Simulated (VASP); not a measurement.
# ZrS (Fm-3m) in VASP: notebook

ZrS is run at these levels: PBEsol; tasks: relaxation of cell and atoms, single point.

Program: VASP 6.6.1. These are calculated values, not measurements. Logs are shortened: lines on timing, memory, paths and dates and some standing lists are left out, and cuts for length are marked.

### Step 1. The cell of the first run

Symmetry: Fm-3m, No. 225, cubic system. The conventional cell has a = 5.250 Å, b = 5.250 Å, c = 5.250 Å, α = 90.00°, β = 90.00°, γ = 90.00°. Zr (site symmetry m-3m) has 6 S at 2.62 Å within 3.5 Å. S (site symmetry m-3m) has 6 Zr at 2.62 Å within 3.5 Å.

### Step 2. Relaxation of cell and atoms, PBEsol

INCAR reads:

```
SYSTEM = ZrS
PREC = Accurate ; ENCUT = 600
EDIFF = 1E-6 ; ISMEAR = 0
SIGMA = 0.1 ; LREAL = .False.
LASPH = .True. ; NELM = 80
ALGO = Normal ; ISIF = 3
LWAVE = .False. ; LCHARG = .False.
GGA = PS ; IBRION = 2
NSW = 80 ; EDIFFG = -0.01
```

KPOINTS reads:

```
Automatic mesh
0
Gamma
  4 4 4
  0 0 0
```

POSCAR reads:

```
ZrS
1.0
    0.0000000000      2.6250000000      2.6250000000
    2.6250000000      0.0000000000      2.6250000000
    2.6250000000      2.6250000000      0.0000000000
Zr S
1 1
Direct
    0.0000000000      0.0000000000      0.0000000000
    0.5000000000      0.5000000000      0.5000000000
```

Potentials or basis: VASP PAW PBE potentials, release 64 (Zr_sv, S).

Launch:

```
$ cat potpaw_PBE.64/Zr_sv/POTCAR potpaw_PBE.64/S/POTCAR > POTCAR
$ mpirun -np 1 vasp_std > vasp.out
```

OUTCAR:

```text
SYSTEM = ZrS
   PREC = Accurate
   ENCUT = 600
   EDIFF = 1E-6
   ISMEAR = 0
   LREAL = .False.
   LASPH = .True.
   NELM = 80
   ISIF = 3
   GGA = PS
   IBRION = 2
   NSW = 80
   EDIFFG = -0.01

 ion  position               nearest neighbor table
   1  0.000  0.000  0.000-   2 2.62   2 2.62   2 2.62   2 2.62   2 2.62   2 2.62
   2  0.500  0.500  0.500-   1 2.62   1 2.62   1 2.62   1 2.62   1 2.62   1 2.62

  LATTYP: Found a face centered cubic cell.
 ALAT       =     5.2500000000

  Lattice vectors:

 A1 = (   0.0000000000,   2.6250000000,   2.6250000000)
 A2 = (   2.6250000000,   0.0000000000,   2.6250000000)
 A3 = (   2.6250000000,   2.6250000000,   0.0000000000)

Analysis of symmetry for initial positions (statically):
=====================================================================
 Subroutine PRICEL returns:
 Original cell was already a primitive cell.

 Routine SETGRP: Setting up the symmetry group for a
 face centered cubic supercell.

 Subroutine GETGRP returns: Found 48 space group operations
 (whereof 48 operations were pure point group operations)
 out of a pool of 48 trial point group operations.

The static configuration has the point symmetry O_h .

Analysis of symmetry for dynamics (positions and initial velocities):
=====================================================================
 Subroutine PRICEL returns:
 Original cell was already a primitive cell.

 Routine SETGRP: Setting up the symmetry group for a
 face centered cubic supercell.

 Subroutine GETGRP returns: Found 48 space group operations
 (whereof 48 operations were pure point group operations)
 out of a pool of 48 trial point group operations.

The dynamic configuration has the point symmetry O_h .

 Subroutine INISYM returns: Found 48 space group operations
 (whereof 48 operations are pure point group operations),
 and found     1 'primitive' translations

----------------------------------------------------------------------------------------

                                     Primitive cell

  volume of cell :      36.1758

  direct lattice vectors                    reciprocal lattice vectors
     0.000000000  2.625000000  2.625000000    -0.190476190  0.190476190  0.190476190
     2.625000000  0.000000000  2.625000000     0.190476190 -0.190476190  0.190476190
     2.625000000  2.625000000  0.000000000     0.190476190  0.190476190 -0.190476190

  length of vectors
     3.712310601  3.712310601  3.712310601     0.329914440  0.329914440  0.329914440

  position of ions in fractional coordinates (direct lattice)
     0.000000000  0.000000000  0.000000000
     0.500000000  0.500000000  0.500000000

  ion indices of the primitive-cell ions
   primitive index   ion index
                 1           1
                 2           2

----------------------------------------------------------------------------------------

 KPOINTS: Automatic mesh

Automatic generation of k-mesh.
 Grid dimensions read from file:
 generate k-points for:    4    4    4

 Generating k-lattice:

  Cartesian coordinates                     Fractional coordinates (reciprocal lattice)
    -0.047619048  0.047619048  0.047619048     0.250000000  0.000000000  0.000000000
     0.047619048 -0.047619048  0.047619048     0.000000000  0.250000000  0.000000000
     0.047619048  0.047619048 -0.047619048     0.000000000  0.000000000  0.250000000

  Length of vectors
     0.082478610  0.082478610  0.082478610

  Shift w.r.t. Gamma in fractional coordinates (k-lattice)
     0.000000000  0.000000000  0.000000000

 Subroutine IBZKPT returns following result:
 ===========================================

 Found      8 irreducible k-points:

 Following reciprocal coordinates:
            Coordinates               Weight
  0.000000  0.000000  0.000000      1.000000
  0.250000  0.000000  0.000000      8.000000
  0.500000  0.000000  0.000000      4.000000
  0.250000  0.250000  0.000000      6.000000
  0.500000  0.250000  0.000000     24.000000
 -0.250000  0.250000  0.000000     12.000000
  0.500000  0.500000  0.000000      3.000000
 -0.250000  0.500000  0.250000      6.000000
   k-points           NKPTS =      8   k-points in BZ     NKDIM =      8   number of bands    NBANDS=     13
   number of dos      NEDOS =    301   number of ions     NIONS =      2
   total plane-waves  NPLWV =  27000
   dimension x,y,z NGX =    30 NGY =   30 NGZ =   30
   dimension x,y,z NGXF=    60 NGYF=   60 NGZF=   60
   ions per type =               1   1
   NGX,Y,Z   is equivalent  to a cutoff of  13.43, 13.43, 13.43 a.u.
   NGXF,Y,Z  is equivalent  to a cutoff of  26.87, 26.87, 26.87 a.u.
 SYSTEM =  ZrS
   PREC   = accura    normal or accurate (medium, high low for compatibility)
   ISTART =      0    job   : 0-new  1-cont  2-samecut
   ICHARG =      2    charge: 1-file 2-atom 10-const
   ISPIN  =      1    spin polarized calculation?
   LNONCOLLINEAR =      F non collinear calculations
   LSORBIT =      F    spin-orbit coupling
   LASPH  =      T    aspherical Exc in radial PAW
   ENCUT  =  600.0 eV  44.10 Ry    6.64 a.u.   7.41  7.41  7.41*2*pi/ulx,y,z
   NELM   =     80;   NELMIN=  2; NELMDL= -5     # of ELM steps
   EDIFF  = 0.1E-05   stopping-criterion for ELM
   LREAL  =      F    real-space projection
   EDIFFG = -.1E-01   stopping-criterion for IOM
   NSW    =     80    number of steps for IOM
   IBRION =      2    ionic relax: 0-MD 1-quasi-New 2-CG
   NFREE  =      1    steps in history (QN), initial steepest desc. (CG)
   ISIF   =      3    stress and relaxation
   ISYM   =      2    0-nonsym 1-usesym 2-fastsym
   POTIM  = 0.5000    time-step for ionic-motion
   TEBEG  =    0.0;   TEEND  =   0.0 temperature during run
   PSTRESS=    0.0 pullay stress
   NELECT =      18.0000    total number of electrons
   NUPDOWN=      -1.0000    fix difference up-down
   EMIN   =  10.00;   EMAX   =-10.00  energy-range for DOS
   EFERMI =   0.00;   METHOD = LEGACY
   ISMEAR =     0;   SIGMA  =   0.10  broadening in eV -4-tet -1-fermi 0-gaus
   EFERMI_NEDOS =   21; number of points for ismear=-14 and -15
   IALGO  =     38    algorithm
   IMIX   =      4    mixing-type and parameters
     AMIX     =   0.40;   BMIX     =  1.00
     AMIX_MAG =   1.60;   BMIX_MAG =  1.00
  volume/ion in A,a.u.               =      18.09       122.06
  Fermi-wavevector in a.u.,A,eV,Ry     =   1.297258  2.451462 22.896950  1.682878
  Thomas-Fermi vector in A             =   2.428662
   LORBIT       =      0    0 simple, 1 ext, 2 COOP (PROOUT), +10 PAW based schemes
   GGA     = PS    functional components
   LHFCALC =     F    Hartree Fock is set to
   AEXX    =    0.0000 exact exchange contribution
   IVDW    =     0    specifies the selected vdW correction
   LEPSILON=     F    determine dielectric tensor
   LRPA    =     F    only Hartree local field effects (RPA)
 conjugate gradient relaxation of ions
 non-spin polarized calculation
 Gauss-broadening in eV      SIGMA  =   0.10
  energy-cutoff  :      600.00
  volume of cell :       36.18
 maximum number of plane-waves:      1243
 NGX is ok and might be reduce to    30
   NGX = 15   NGY = 15   NGZ = 15

--------------------------------------- Ionic step        1  -------------------------------------------

 number of electron      17.9999999 magnetization

 Free energy of the ion-electron system (eV)
  ---------------------------------------------------
  ext. energy  EPLUGINS =         0.00000000
  ---------------------------------------------------
  free energy    TOTEN  =       -16.50520402 eV

  energy without entropy =      -16.49489343  energy(sigma->0) =      -16.50004872

------------------------ aborting loop because EDIFF is reached ----------------------------------------

  FORCE on cell =-STRESS in cart. coord.  units (eV):
  Direction    XX          YY          ZZ          XY          YZ          ZX
  --------------------------------------------------------------------------------------
  -------------------------------------------------------------------------------------
  Total       -1.4976535     -1.4976535     -1.4976535      0.0000000      0.0000000     -0.0000000
  in kB      -66.3290852    -66.3290852    -66.3290852      0.0000000      0.0000000     -0.0000000
  external PRESSURE =     -66.3290852 kB  Pullay stress =       0.0000000 kB

 VOLUME and BASIS-vectors are now :
 -----------------------------------------------------------------------------
  energy-cutoff  :      600.00
  volume of cell :       36.18
      direct lattice vectors                 reciprocal lattice vectors
     0.000000000  2.625000000  2.625000000    -0.190476190  0.190476190  0.190476190
     2.625000000  0.000000000  2.625000000     0.190476190 -0.190476190  0.190476190
     2.625000000  2.625000000  0.000000000     0.190476190  0.190476190 -0.190476190
[... 73 lines left out ...]
 POSITION                                       TOTAL-FORCE (eV/Angst)
 -----------------------------------------------------------------------------------
      0.00000      0.00000      0.00000         0.000000     -0.000000      0.000000
      2.58210      2.58210      2.58210        -0.000000      0.000000     -0.000000
 -----------------------------------------------------------------------------------
    total drift:                               -0.000000      0.000000      0.000000

  FREE ENERGIE OF THE ION-ELECTRON SYSTEM (eV)
  ---------------------------------------------------
  free  energy   TOTEN  =       -16.5435163120 eV

  energy  without entropy=      -16.5346785260  energy(sigma->0) =      -16.53909742

--------------------------------------- Ionic step        4  -------------------------------------------

 number of electron      18.0000000 magnetization

 Free energy of the ion-electron system (eV)
  ---------------------------------------------------
  ext. energy  EPLUGINS =         0.00000000
  ---------------------------------------------------
  free energy    TOTEN  =       -16.54352137 eV

  energy without entropy =      -16.53470816  energy(sigma->0) =      -16.53911477

 E-fermi :  11.0920     XC(G=0): -11.7045

 val. band max:       10.9712329982   @ k =   0.2500   0.0000   0.0000
 cond. band min:      11.1021973611   @ k =   0.2500   0.2500   0.0000
 fundamental gap:      0.1309643629
 Fermi energy:        11.0919998096

 k-point     1 :       0.0000    0.0000    0.0000
  band No.  band energies     occupation
      1     -38.4654      2.00000
      2     -16.4710      2.00000
      3     -16.4710      2.00000
      4     -16.4710      2.00000
      5      -4.8551      2.00000
      6       7.6709      2.00000
      7       7.6709      2.00000
      8       7.6709      2.00000
      9       9.7846      2.00000
     10       9.7846      2.00000
     11       9.7846      2.00000
     12      10.5171      2.00000
     13      10.5171      2.00000

 k-point     2 :       0.2500    0.0000    0.0000
  band No.  band energies     occupation
      1     -38.4483      2.00000
      2     -16.6951      2.00000
      3     -16.4897      2.00000
      4     -16.4897      2.00000
      5      -4.0716      2.00000
      6       4.8719      2.00000
      7       5.9508      2.00000
      8       5.9508      2.00000
      9      10.7369      2.00000
     10      10.9712      1.91235
     11      10.9712      1.91235
[... 118 lines left out ...]
 POSITION                                       TOTAL-FORCE (eV/Angst)
 -----------------------------------------------------------------------------------
      2.58124     -0.00000      2.58124        -0.000000      0.000000      0.000000
      2.58124      2.58124      2.58124         0.000000     -0.000000     -0.000000
 -----------------------------------------------------------------------------------
    total drift:                               -0.000000      0.000000      0.000000

  FREE ENERGIE OF THE ION-ELECTRON SYSTEM (eV)
  ---------------------------------------------------
  free  energy   TOTEN  =       -16.5435213728 eV

  energy  without entropy=      -16.5347081614  energy(sigma->0) =      -16.53911477

 reached required accuracy - stopping structural energy minimisation
```

It took 22 s on 1 thread of AMD EPYC 7R43 (Zen 3), shared host; peak memory 0.13 GiB.

Results:

| Property | Result |
| --- | --- |
| Free energy | -16.5435 eV |
| Relaxed volume | 17.20 Å³/atom |
| Relaxed cell | a = 3.650 Å, b = 3.650 Å, c = 3.650 Å, α = 60.00°, β = 60.00°, γ = 60.00° |
| Space group after relaxing (to 0.05 Å) | Fm-3m (No. 225) |
| Energy gained by relaxing | 19.2 meV/atom |
| Ionic steps | 4 |
| Pressure after relaxing | 0.0 GPa |

Step by step:
```csv
step,energy change (eV),largest force (eV/Å),pressure (GPa),volume (Å³)
1,0.0000,0.0000,-6.63,36.18
2,0.0224,0.0000,10.20,32.40
3,-0.0383,0.0000,-0.10,34.43
4,-0.0383,0.0000,0.05,34.40
```

Final structure:
```
CELL_PARAMETERS angstrom
0.00000 2.58124 2.58124
2.58124 0.00000 2.58124
2.58124 2.58124 0.00000
ATOMIC_POSITIONS crystal
Zr 0.00000 0.00000 0.00000
S 0.50000 0.50000 0.50000
```

Caveat: the k points lie up to 0.53 Å⁻¹ apart in the final cell; the bands computed are all filled at some k points, so no gap is given; the PAW data sets were made with another functional, which shifts forces and pressure a little.

[end of part 1 of 4]
